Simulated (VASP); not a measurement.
## Au: single point with PBE

The system is Au.

```
CELL_PARAMETERS angstrom
1.41131 -2.55593 0.00000
1.41131 2.55593 0.00000
0.00000 0.00000 4.89317
ATOMIC_POSITIONS crystal
Au 0.66533 0.33467 0.25000
Au 0.33467 0.66533 0.75000
```

```
Program             : VASP 6.6.1
Task                : single point
Functional          : PBE
Potentials or basis : VASP PAW PBE potentials, release 64 (Au)
Cutoff              : 520 eV
k mesh              : 24 × 24 × 12
Occupations         : gaussian, width 0.1 eV
Spin                : no spin polarisation
```

```
Pressure               : 2.9 GPa
Largest force          : 0.018 eV/Å
Band gap on the k mesh : zero (band 11 reaches 12.91 eV, above the bottom of band 12 at 6.36 eV)
```

Forces in eV/Å, atoms in the order of the input:
```
Au   0.000  0.018  0.000
Au   0.000 -0.018  0.000
```

Stress tensor (GPa, compression positive):
```
4.76 0.00 0.00
0.00 2.14 0.00
0.00 0.00 1.75
```

Levels at points of the mesh, in eV from the Fermi level:
```csv
k point,band 9,band 10,band 11,band 12,band 13,band 14
"(0.00, 0.00, 0.00)",-3.32,-2.19,-2.12,-1.03,2.40,14.56
"(0.50, 0.00, 0.00)",-1.81,-1.65,0.51,1.74,5.77,7.25
"(0.50, 0.50, 0.00)",-1.89,-1.72,0.23,1.26,5.37,6.77
"(0.00, 0.00, 0.50)",-2.66,-2.66,-2.51,-2.51,10.20,10.20
"(0.50, 0.00, 0.50)",-1.70,-1.70,0.69,0.69,4.03,4.03
"(0.50, 0.50, 0.50)",-1.78,-1.78,0.31,0.31,3.48,3.48
```

Wall time 5.1 min on 1 thread of Intel(R) Xeon(R) Platinum 8124M CPU @ 3.00GHz (Skylake/Cascade Lake), with other jobs on the host, peak memory 0.63 GiB.

Caveat: spin-orbit coupling is left out, which moves the levels of the heavy elements.
